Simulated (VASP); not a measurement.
Set up this calculation in VASP 6.6.1, as the native input.

| Item | Value |
| --- | --- |
| Task | single point |
| Functional | PBE |
| Potentials or basis | VASP PAW PBE potentials, release 64 (Mg, Cd, Se) |
| Cutoff | 520 eV |
| k mesh | 12 × 12 × 4 |
| Occupations | gaussian, width 0.01 eV |
| Spin | no spin polarisation |
| Dipole correction | no |
| Further INCAR settings | ALGO = Normal; EDIFF = 1e-06; NBANDS = 31 |

The structure of MgCd2Se3 lies in POSCAR:

```
MgCd2Se3
1.0
    4.0071976549      0.0000000000      0.0000000000
   -2.0035988275      3.4703349671      0.0000000000
    0.0000000000      0.0000000000      9.8126232301
Mg Cd Se
1 2 3
Direct
    0.0000000000      0.0000000000      0.0000000000
    0.3333333333      0.6666666667      0.6704272883
    0.6666666667      0.3333333333      0.3295727117
    0.0000000000      0.0000000000      0.5000000000
    0.3333333333      0.6666666667      0.1576246324
    0.6666666667      0.3333333333      0.8423753676
```

The input as run:

INCAR

```
SYSTEM = MgCd2Se3
PREC = Accurate
ENCUT = 520
EDIFF = 1E-6
ISMEAR = 0
SIGMA = 0.01
LREAL = .FALSE.
LASPH = .TRUE.
NELM = 100
ALGO = Normal
ISIF = 2
LWAVE = .FALSE.
LCHARG = .FALSE.
GGA = PE
NBANDS = 31
```

KPOINTS

```
Automatic mesh
0
G
  12 12 4
  0 0 0
```

Potentials or basis: VASP PAW PBE potentials, release 64 (Mg, Cd, Se).

Run with:

```console
$ cat potpaw_PBE.64/Mg/POTCAR potpaw_PBE.64/Cd/POTCAR potpaw_PBE.64/Se/POTCAR > POTCAR
$ mpirun -np 1 vasp_std > vasp.out
```

It gave:

```yaml
Pressure: 0.2 GPa
Largest_force: 0.032 eV/Å
Band_gap_on_the_k_mesh: 0.17 eV (least direct gap 0.75 eV)
```

It took 7.9 min on 1 thread of Intel Xeon 8259CL, with other jobs on the host, peak memory 0.45 GiB.
